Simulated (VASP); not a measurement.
Runs of VASP 6.6.1 on SrCl2. The structure is that of space group Fm-3m (No. 225), or close to it. The cells are those of the table. 

```tsv
cell	gap on the mesh (eV)	pressure (GPa)
a = 4.933 Å, angles 60.0°, 3 atoms	5.34	(a)
a = 4.966 Å, angles 60.0°, 3 atoms	5.26	0.3
a = 4.867 Å, angles 60.0°, 3 atoms	5.48	2.8
a = 4.833 Å, angles 60.0°, 3 atoms	5.47	3.8
a = 5.030 Å, angles 60.0°, 3 atoms	5.12	-0.9
a = 4.900 Å, angles 60.0°, 3 atoms	(b)	1.9
a = 4.998 Å, angles 60.0°, 3 atoms	5.19	-0.3
```

Alike in all rows: task single point; level PBE; potentials or basis VASP PAW PBE potentials, release 64 (Sr_sv, Cl); no spin polarisation; k mesh 6 × 6 × 6; cutoff (eV) 520; smearing fermi-dirac 0.02 eV.

Fill in the values left out.

(a) 1.1; (b) 5.42.

A k mesh can miss the band edges, and the runs leave out spin-orbit coupling on Sr.
